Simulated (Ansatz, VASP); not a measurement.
## One calculation of Ta3H, two programs

```
Ta H
1.0
     4.60022    0.00000    0.00000
    -2.30011    3.98391    0.00000
     0.00000    0.00000   22.40177
Ta H
6 2
Direct
  0.66667 0.33333 0.17856
  0.33333 0.66667 0.22047
  0.00000 0.00000 0.26239
  0.66667 0.33333 0.30168
  0.33333 0.66667 0.33854
  0.00000 0.00000 0.37505
  0.26268 0.66667 0.49111
  0.40398 0.66667 0.49111
```

Alike in both runs: task single point; functional LDA; k mesh 6 × 6 × 1; occupations gaussian, width 0.1 eV; no spin polarisation.

|  | VASP | Ansatz |
| --- | --- | --- |
| version | VASP 6.6.1 | Ansatz 0.2.0 |
| potentials or method | VASP PAW LDA potentials, release 64 (Ta_pv, H), cutoff 520 eV | scalar-relativistic, plane waves, PAW |
| valence electrons in the cell | 68 | 80 |

|  | VASP | Ansatz | Ansatz less VASP |
| --- | --- | --- | --- |
| rms of the force components (eV/Å) | 1.739 | 1.725 | -0.0143 |

Ansatz warns that its potentials were made for another functional, while VASP's fit it. LDA's correlation is that of Perdew and Zunger in VASP and of Perdew and Wang (1992) in Ansatz. Atom by atom the forces differ by 0.030 eV/Å (rms over components). VASP's potentials hold 68 valence electrons a cell and Ansatz's 80, so a difference there can come from the potentials and not from the codes. Ansatz's warnings: vacuum below fermi.

Spin-orbit coupling is off throughout.
